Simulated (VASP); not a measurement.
CdI2:

```xyz
3
Lattice="4.2470 0.0000 0.0000 -2.1235 3.6780 0.0000 0.0000 0.0000 6.8950" Properties=species:S:1:pos:R:3 pbc="T T T"
Cd    0.0000    0.0000    0.0000
I     0.0000    2.4520    1.7196
I     2.1235    1.2260    5.1755
```

Base run:

- Program: VASP 6.6.1
- Functional: PBEsol
- Potentials or basis: VASP PAW PBE potentials, release 64 (Cd, I)
- Cutoff: 500 eV
- k mesh: 6 × 6 × 4
- Occupations: methfessel-paxton, width 0.05 eV
- Spin: no spin polarisation

Its results: band gap on the k mesh 2.29 eV, indirect (least direct gap 2.49 eV); pressure -0.5 GPa; largest force 0.123 eV/Å.

Task: After a change of settings the same cell gave: band gap on the k mesh 2.29 eV, indirect (least direct gap 2.49 eV); pressure -1.4 GPa; largest force 0.117 eV/Å. Which change was it?
A. occupations from methfessel-paxton, width 0.05 eV to gaussian, width 0.01 eV; dispersion from none to D4
B. occupations from methfessel-paxton, width 0.05 eV to fermi-dirac, width 0.5 eV
C. functional from PBEsol to r2SCAN; cutoff from 500 eV to 550 eV; occupations from methfessel-paxton, width 0.05 eV to gaussian, width 0.01 eV

Result: A.

Caveats: the PAW data sets were made with another functional, which shifts forces and pressure a little; spin-orbit coupling is left out, which moves the levels of the heavy elements; this functional lacks dispersion, which binds the layers, so the pressure and a relaxed spacing across them are unreliable (some runs).
